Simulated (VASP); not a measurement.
# Pt (Im-3m) in VASP: notebook

The runs below take Pt through single point, with PBE, PBEsol.

All numbers are computed with VASP 6.6.1; they aren't measurements. Logs are shortened: lines on timing, memory, paths and dates and some standing lists are left out, and cuts for length are marked.

## (1) The cell of the first run

Symmetry: Im-3m, No. 229, cubic system. The conventional cell has a = 3.163 Å, b = 3.163 Å, c = 3.163 Å, α = 90.00°, β = 90.00°, γ = 90.00°. Pt (site symmetry m-3m) has 14 Pt at 2.74 to 3.16 Å within 3.6 Å.

## (2) Single point, PBE

File INCAR:

```
SYSTEM = Pt
ALGO = Normal ; EDIFF = 1E-6
ENCUT = 520 ; GGA = PE
ISIF = 2 ; ISMEAR = -1
LASPH = .True. ; LCHARG = .False.
LREAL = .False. ; LWAVE = .False.
NBANDS = 11 ; NELM = 60
PREC = Accurate ; SIGMA = 0.05
```

File KPOINTS:

```
k-points
0
Gamma
  12 12 12
  0 0 0
```

File POSCAR:

```
Pt
1.0
   -1.5813042790      1.5813042790      1.5813042790
    1.5813042790     -1.5813042790      1.5813042790
    1.5813042790      1.5813042790     -1.5813042790
Pt
1
Direct
    0.0000000000      0.0000000000      0.0000000000
```

Potentials or basis: VASP PAW PBE potentials, release 64 (Pt).

The run is started by

```
> cat potpaw_PBE.64/Pt/POTCAR > POTCAR
> mpirun -np 1 vasp_std > vasp.out
```

OUTCAR:

```text
SYSTEM = Pt
   EDIFF = 1E-6
   ENCUT = 520
   GGA = PE
   ISIF = 2
   ISMEAR = -1
   LASPH = .True.
   LREAL = .False.
   NELM = 60
   PREC = Accurate

 ion  position               nearest neighbor table
   1  0.000  0.000  0.000-

  LATTYP: Found a body centered cubic cell.
 ALAT       =     3.1626085580

  Lattice vectors:

 A1 = (  -1.5813042790,   1.5813042790,   1.5813042790)
 A2 = (   1.5813042790,  -1.5813042790,   1.5813042790)
 A3 = (   1.5813042790,   1.5813042790,  -1.5813042790)

Analysis of symmetry for initial positions (statically):
=====================================================================
 Subroutine PRICEL returns:
 Original cell was already a primitive cell.

 Routine SETGRP: Setting up the symmetry group for a
 body centered cubic supercell.

 Subroutine GETGRP returns: Found 48 space group operations
[... 9 lines left out ...]

 Routine SETGRP: Setting up the symmetry group for a
 body centered cubic supercell.

 Subroutine GETGRP returns: Found 48 space group operations
[... 11 lines left out ...]
                                     Primitive cell

  volume of cell :      15.8164

  direct lattice vectors                    reciprocal lattice vectors
    -1.581304279  1.581304279  1.581304279     0.000000000  0.316194680  0.316194680
     1.581304279 -1.581304279  1.581304279     0.316194680  0.000000000  0.316194680
     1.581304279  1.581304279 -1.581304279     0.316194680  0.316194680  0.000000000

  length of vectors
     2.738899353  2.738899353  2.738899353     0.447166804  0.447166804  0.447166804

  position of ions in fractional coordinates (direct lattice)
     0.000000000  0.000000000  0.000000000

  ion indices of the primitive-cell ions
   primitive index   ion index
                 1           1

----------------------------------------------------------------------------------------

 KPOINTS: k-points

Automatic generation of k-mesh.
 Grid dimensions read from file:
 generate k-points for:   12   12   12

 Generating k-lattice:

  Cartesian coordinates                     Fractional coordinates (reciprocal lattice)
     0.000000000  0.026349557  0.026349557     0.083333333  0.000000000  0.000000000
     0.026349557  0.000000000  0.026349557     0.000000000  0.083333333  0.000000000
     0.026349557  0.026349557  0.000000000     0.000000000  0.000000000  0.083333333

  Length of vectors
     0.037263900  0.037263900  0.037263900

  Shift w.r.t. Gamma in fractional coordinates (k-lattice)
     0.000000000  0.000000000  0.000000000

 Subroutine IBZKPT returns following result:
 ===========================================

 Found     72 irreducible k-points:

 Following reciprocal coordinates:
            Coordinates               Weight
  0.000000  0.000000  0.000000      1.000000
  0.083333  0.000000  0.000000     12.000000
  0.166667  0.000000  0.000000     12.000000
  0.250000  0.000000  0.000000     12.000000
  0.333333  0.000000  0.000000     12.000000
  0.416667  0.000000  0.000000     12.000000
[... 16 lines left out ...]
  0.333333  0.083333  0.083333     24.000000
  0.416667  0.083333  0.083333     12.000000
 [... further k-points ...]
   k-points           NKPTS =     72   k-points in BZ     NKDIM =     72   number of bands    NBANDS=     11
   number of dos      NEDOS =    301   number of ions     NIONS =      1
   total plane-waves  NPLWV =   8000
   dimension x,y,z NGX =    20 NGY =   20 NGZ =   20
   dimension x,y,z NGXF=    40 NGYF=   40 NGZF=   40
   ions per type =               1
   NGX,Y,Z   is equivalent  to a cutoff of  12.14, 12.14, 12.14 a.u.
   NGXF,Y,Z  is equivalent  to a cutoff of  24.28, 24.28, 24.28 a.u.
 SYSTEM =  Pt
   PREC   = accura    normal or accurate (medium, high low for compatibility)
   ISTART =      0    job   : 0-new  1-cont  2-samecut
   ICHARG =      2    charge: 1-file 2-atom 10-const
   ISPIN  =      1    spin polarized calculation?
   LNONCOLLINEAR =      F non collinear calculations
   LSORBIT =      F    spin-orbit coupling
   LASPH  =      T    aspherical Exc in radial PAW
   ENCUT  =  520.0 eV  38.22 Ry    6.18 a.u.   5.09  5.09  5.09*2*pi/ulx,y,z
   NELM   =     60;   NELMIN=  2; NELMDL= -5     # of ELM steps
   EDIFF  = 0.1E-05   stopping-criterion for ELM
   LREAL  =      F    real-space projection
   EDIFFG = 0.1E-04   stopping-criterion for IOM
   NSW    =      0    number of steps for IOM
   IBRION =     -1    ionic relax: 0-MD 1-quasi-New 2-CG
   NFREE  =      0    steps in history (QN), initial steepest desc. (CG)
   ISIF   =      2    stress and relaxation
   ISYM   =      2    0-nonsym 1-usesym 2-fastsym
   POTIM  = 0.5000    time-step for ionic-motion
   TEBEG  =    0.0;   TEEND  =   0.0 temperature during run
   PSTRESS=    0.0 pullay stress
   NELECT =      10.0000    total number of electrons
   NUPDOWN=      -1.0000    fix difference up-down
   EMIN   =  10.00;   EMAX   =-10.00  energy-range for DOS
   EFERMI =   0.00;   METHOD = LEGACY
   ISMEAR =    -1;   SIGMA  =   0.05  broadening in eV -4-tet -1-fermi 0-gaus
   EFERMI_NEDOS =   21; number of points for ismear=-14 and -15
   IALGO  =     38    algorithm
   IMIX   =      4    mixing-type and parameters
     AMIX     =   0.40;   BMIX     =  1.00
     AMIX_MAG =   1.60;   BMIX_MAG =  1.00
  volume/ion in A,a.u.               =      15.82       106.73
  Fermi-wavevector in a.u.,A,eV,Ry     =   1.405096  2.655247 26.861918  1.974295
  Thomas-Fermi vector in A             =   2.527592
   LORBIT       =      0    0 simple, 1 ext, 2 COOP (PROOUT), +10 PAW based schemes
   GGA     = PE    functional components
   LHFCALC =     F    Hartree Fock is set to
   AEXX    =    0.0000 exact exchange contribution
   IVDW    =     0    specifies the selected vdW correction
   LEPSILON=     F    determine dielectric tensor
   LRPA    =     F    only Hartree local field effects (RPA)
 non-spin polarized calculation
  energy-cutoff  :      520.00
  volume of cell :       15.82
 maximum number of plane-waves:       436
   NGX = 11   NGY = 11   NGZ = 11

 number of electron      10.0000000 magnetization

 number of electron       9.9999999 magnetization

 Free energy of the ion-electron system (eV)
  ---------------------------------------------------
  ext. energy  EPLUGINS =         0.00000000
  ---------------------------------------------------
  free energy    TOTEN  =        -6.01970771 eV

  energy without entropy =       -6.01352705  energy(sigma->0) =       -6.01661738

 E-fermi :  10.1081     XC(G=0): -13.1976

 val. band max:       10.0590414666   @ k =   0.5000   0.5000   0.4167
 cond. band min:      10.1460275265   @ k =  -0.4167  -0.4167   0.1667
 fundamental gap:      0.0869860599
 Fermi energy:        10.1081466003

 k-point     1 :       0.0000    0.0000    0.0000
  band No.  band energies     occupation
      1       0.6954      2.00000
      2       6.7080      2.00000
      3       6.7080      2.00000
      4       6.7080      2.00000
      5       9.1850      2.00000
      6       9.1850      2.00000
      7      27.2805      0.00000
      8      27.2805      0.00000
      9      27.2805      0.00000
     10      37.3010      0.00000
     11      37.3014      0.00000

 k-point     2 :       0.0833    0.0000    0.0000
  band No.  band energies     occupation
      1       0.9763      2.00000
      2       6.5990      2.00000
      3       6.7067      2.00000
      4       6.9327      2.00000
      5       9.0491      2.00000
      6       9.1927      2.00000
      7      27.3974      0.00000
      8      27.4768      0.00000
      9      27.6928      0.00000
     10      34.5377      0.00000
     11      35.0239      0.00000

 k-point     3 :       0.1667    0.0000    0.0000
  band No.  band energies     occupation
      1       1.7605      2.00000
      2       6.3134      2.00000
      3       6.6800      2.00000
      4       7.5828      2.00000
      5       8.8126      2.00000
      6       9.2229      2.00000
      7      27.1551      0.00000
      8      27.2967      0.00000
      9      28.8648      0.00000
     10      32.7443      0.00000
     11      32.9059      0.00000

 k-point     4 :       0.2500    0.0000    0.0000
  band No.  band energies     occupation
      1       2.7983      2.00000
      2       5.9486      2.00000
      3       6.7508      2.00000
      4       8.5788      2.00000
      5       8.7587      2.00000
      6       9.2870      2.00000
      7      24.6631      0.00000
      8      26.2309      0.00000
      9      30.6152      0.00000
     10      31.7397      0.00000
     11      32.7022      0.00000

 k-point     5 :       0.3333    0.0000    0.0000
  band No.  band energies     occupation
      1       3.5062      2.00000
      2       5.6085      2.00000
      3       7.5042      2.00000
      4       8.9254      2.00000
      5       9.3796      2.00000
      6       9.7528      1.99836
      7      21.2312      0.00000
      8      24.8301      0.00000
      9      28.9223      0.00000
     10      32.6422      0.00000
     11      33.5731      0.00000
[... 211 lines left out ...]
 k-point    21 :       0.1667    0.0833    0.0833
  band No.  band energies     occupation
      1       3.2857      2.00000
      2       5.8717      2.00000
      3       6.1203      2.00000
      4       8.9386      2.00000
      5       9.2253      2.00000
      6       9.5424      1.99998
      7      24.7055      0.00000
      8      25.9265      0.00000
      9      27.0546      0.00000
     10      29.7165      0.00000
     11      36.2079      0.00000

 k-point    22 :       0.2500    0.0833    0.0833
  band No.  band energies     occupation
      1       4.0350      2.00000
      2       5.5620      2.00000
      3       6.6021      2.00000
      4       9.0066      2.00000
      5       9.3799      2.00000
      6      11.0079      0.00000
      7      21.0640      0.00000
      8      24.6079      0.00000
      9      25.7757      0.00000
     10      31.4865      0.00000
     11      36.6328      0.00000

 k-point    23 :       0.3333    0.0833    0.0833
  band No.  band energies     occupation
      1       4.1373      2.00000
      2       5.3607      2.00000
      3       7.8423      2.00000
      4       9.1174      2.00000
      5       9.4835      1.99999
      6      12.5286      0.00000
      7      17.8522      0.00000
      8      23.6750      0.00000
      9      24.6130      0.00000
     10      33.3298      0.00000
     11      35.2995      0.00000

 k-point    24 :       0.4167    0.0833    0.0833
  band No.  band energies     occupation
      1       4.1038      2.00000
      2       5.2913      2.00000
      3       8.5869      2.00000
      4       9.1397      2.00000
      5       9.5209      1.99998
      6      13.5547      0.00000
      7      16.1140      0.00000
      8      23.3429      0.00000
      9      24.1025      0.00000
     10      34.2281      0.00000
     11      34.7748      0.00000

 [... further k-points ...]
[... 5 lines left out ...]
  --------------------------------------------------------------------------------------
  -------------------------------------------------------------------------------------
  Total       -0.0482960     -0.0482960     -0.0482960      0.0000000      0.0000000     -0.0000000
  in kB       -4.8923256     -4.8923256     -4.8923256      0.0000000      0.0000000     -0.0000000
  external PRESSURE =      -4.8923256 kB  Pullay stress =       0.0000000 kB

 VOLUME and BASIS-vectors are now :
 -----------------------------------------------------------------------------
  energy-cutoff  :      520.00
  volume of cell :       15.82
      direct lattice vectors                 reciprocal lattice vectors
    -1.581304279  1.581304279  1.581304279     0.000000000  0.316194680  0.316194680
     1.581304279 -1.581304279  1.581304279     0.316194680  0.000000000  0.316194680
     1.581304279  1.581304279 -1.581304279     0.316194680  0.316194680  0.000000000

 POSITION                                       TOTAL-FORCE (eV/Angst)
 -----------------------------------------------------------------------------------
      0.00000      0.00000      0.00000        -0.000000     -0.000000      0.000000
 -----------------------------------------------------------------------------------
    total drift:                                0.000000     -0.000000      0.000000

  FREE ENERGIE OF THE ION-ELECTRON SYSTEM (eV)
  ---------------------------------------------------
  free  energy   TOTEN  =        -6.0197077087 eV

  energy  without entropy=       -6.0135270468  energy(sigma->0) =       -6.01661738
```

Wall time 10 s (1 thread of Intel Xeon 8259CL, shared host); peak memory 0.13 GiB.

Results:

```yaml
Free_energy: -6.0197 eV
Pressure: -0.5 GPa
Band_gap_on_the_k_mesh: zero (band 5 reaches 11.19 eV, above the bottom of band 6 at 9.03 eV)
```

Levels at points of the mesh, in eV from the Fermi level:
```csv
k point,band 3,band 4,band 5,band 6,band 7,band 8
"(0.00, 0.00, 0.00)",-3.40,-3.40,-0.92,-0.92,17.17,17.17
"(0.50, 0.00, 0.00)",-1.10,-0.60,0.34,1.12,6.36,13.34
"(0.50, 0.50, 0.50)",0.60,0.60,0.60,7.74,7.74,7.74
```

Caveat: spin-orbit coupling is left out, which moves the levels of the heavy elements.

## (3) Single point, PBEsol (volume scaled by 1.04)

File INCAR:

```
  PREC = Accurate
  ENCUT = 520
  EDIFF = 1E-6
  ISMEAR = -1
  SIGMA = 0.05
  LREAL = False
  LASPH = True
  NELM = 100
  ALGO = Normal
  ISIF = 2
  LWAVE = False
  LCHARG = False
  GGA = PS
  NBANDS = 11
```

File KPOINTS:

```
regular mesh
0
Gamma
  12 12 12
```

File POSCAR:

```
Pt
1.0
   -1.6050673907      1.6050673907      1.6050673907
    1.6050673907     -1.6050673907      1.6050673907
    1.6050673907      1.6050673907     -1.6050673907
Pt
1
Direct
    0.0000000000      0.0000000000      0.0000000000
```

Potentials or basis: VASP PAW PBE potentials, release 64 (Pt).

The run is started by

```
> cat potpaw_PBE.64/Pt/POTCAR > POTCAR
> mpirun -np 1 vasp_std > vasp.out
```

OUTCAR:

```text
PREC = Accurate
   ENCUT = 520
   EDIFF = 1E-6
   ISMEAR = -1
   LREAL = False
   LASPH = True
   NELM = 100
   ISIF = 2
   GGA = PS

 ion  position               nearest neighbor table
   1  0.000  0.000  0.000-

  LATTYP: Found a body centered cubic cell.
 ALAT       =     3.2101347814

  Lattice vectors:

 A1 = (  -1.6050673907,   1.6050673907,   1.6050673907)
 A2 = (   1.6050673907,  -1.6050673907,   1.6050673907)
 A3 = (   1.6050673907,   1.6050673907,  -1.6050673907)

Analysis of symmetry for initial positions (statically):
=====================================================================
 Subroutine PRICEL returns:
 Original cell was already a primitive cell.

 Routine SETGRP: Setting up the symmetry group for a
 body centered cubic supercell.

 Subroutine GETGRP returns: Found 48 space group operations
[... 9 lines left out ...]

 Routine SETGRP: Setting up the symmetry group for a
 body centered cubic supercell.

[... 146 lines left out ...]
  free energy    TOTEN  =        -6.78128123 eV

  energy without entropy =       -6.77437278  energy(sigma->0) =       -6.77782700

 E-fermi :   9.1631     XC(G=0): -13.0799

 val. band max:        9.1095055766   @ k =   0.5000   0.5000   0.4167
 cond. band min:       9.1913334420   @ k =  -0.4167  -0.4167   0.1667
 fundamental gap:      0.0818278655
 Fermi energy:         9.1631176231

 k-point     1 :       0.0000    0.0000    0.0000
  band No.  band energies     occupation
      1       0.1249      2.00000
      2       5.9751      2.00000
      3       5.9751      2.00000
      4       5.9751      2.00000
      5       8.3226      2.00000
      6       8.3226      2.00000
      7      26.3063      0.00000
      8      26.3063      0.00000
      9      26.3063      0.00000
     10      35.7591      0.00000
     11      35.7634      0.00000
[... 309 lines left out ...]
 k-point    24 :       0.4167    0.0833    0.0833
  band No.  band energies     occupation
      1       3.5076      2.00000
      2       4.6504      2.00000
      3       7.7473      2.00000
      4       8.2651      2.00000
      5       8.6264      1.99996
      6      12.4667      0.00000
      7      14.7917      0.00000
      8      22.2359      0.00000
      9      22.7142      0.00000
     10      32.7370      0.00000
     11      33.5507      0.00000

 [... further k-points ...]
[... 5 lines left out ...]
  --------------------------------------------------------------------------------------
  -------------------------------------------------------------------------------------
  Total       -1.9708452     -1.9708452     -1.9708452      0.0000000      0.0000000     -0.0000000
  in kB     -190.9076324   -190.9076324   -190.9076324      0.0000000      0.0000000     -0.0000000
  external PRESSURE =    -190.9076324 kB  Pullay stress =       0.0000000 kB

 VOLUME and BASIS-vectors are now :
 -----------------------------------------------------------------------------
  energy-cutoff  :      520.00
  volume of cell :       16.54
      direct lattice vectors                 reciprocal lattice vectors
    -1.605067391  1.605067391  1.605067391     0.000000000  0.311513400  0.311513400
     1.605067391 -1.605067391  1.605067391     0.311513400  0.000000000  0.311513400
     1.605067391  1.605067391 -1.605067391     0.311513400  0.311513400  0.000000000

 POSITION                                       TOTAL-FORCE (eV/Angst)
 -----------------------------------------------------------------------------------
      0.00000      0.00000      0.00000         0.000000      0.000000      0.000000
 -----------------------------------------------------------------------------------
    total drift:                                0.000000      0.000000      0.000000

  FREE ENERGIE OF THE ION-ELECTRON SYSTEM (eV)
  ---------------------------------------------------
  free  energy   TOTEN  =        -6.7812812264 eV

  energy  without entropy=       -6.7743727818  energy(sigma->0) =       -6.77782700
```

OSZICAR:

```text
N       E                     dE             d eps       ncg     rms          rms(c)
DAV:   1     0.395942452877E+02    0.39594E+02   -0.52413E+03  1608   0.835E+02
DAV:   2    -0.659768810261E+01   -0.46192E+02   -0.44273E+02  1818   0.174E+02
DAV:   3    -0.722326951922E+01   -0.62558E+00   -0.62424E+00  1824   0.197E+01
DAV:   4    -0.722574378274E+01   -0.24743E-02   -0.24741E-02  1847   0.146E+00
DAV:   5    -0.722576484341E+01   -0.21061E-04   -0.21061E-04  1850   0.125E-01    0.987E+00
DAV:   6    -0.681573682549E+01    0.41003E+00   -0.10721E+00  1692   0.783E+00    0.498E+00
DAV:   7    -0.678464017889E+01    0.31097E-01   -0.10820E-01  1824   0.242E+00    0.229E+00
DAV:   8    -0.678144539465E+01    0.31948E-02   -0.28052E-03  1710   0.470E-01    0.506E-01
DAV:   9    -0.678127825315E+01    0.16714E-03   -0.50818E-05  1791   0.653E-02    0.270E-02
DAV:  10    -0.678128120320E+01   -0.29501E-05   -0.11440E-06  1769   0.799E-03    0.470E-03
DAV:  11    -0.678128122639E+01   -0.23192E-07   -0.54425E-08   987   0.196E-03
   1 F= -.67812812E+01 E0= -.67778270E+01  d E =-.690844E-02
```

stdout:

```text
POSCAR found type information on POSCAR Pt
 POSCAR found :  1 types and       1 ions
 scaLAPACK will be used
 -----------------------------------------------------------------------------
|                                                                             |
|                                                                             |
|     You enforced a specific xc type in the INCAR file but a different       |
|     I HOPE YOU KNOW WHAT YOU ARE DOING!                                     |
|                                                                             |
 -----------------------------------------------------------------------------

 LDA part: xc-table for (Slater+PW92), standard interpolation
 POSCAR, INCAR and KPOINTS ok, starting setup
 FFT: planning ... GRIDC
 FFT: planning ... GRID_SOFT
 FFT: planning ... GRID
 WAVECAR not read
 entering main loop
```

It took 12 s on 1 thread of Intel Xeon 8259CL, shared host; peak memory 0.15 GiB.

What came out:

* Free energy: -6.7813 eV
* Pressure: -19.1 GPa
* Band gap on the k mesh: zero (band 5 reaches 10.15 eV, above the bottom of band 6 at 8.18 eV)

Caveat: the PAW data sets were made with another functional, which shifts forces and pressure a little; spin-orbit coupling is left out, which moves the levels of the heavy elements.
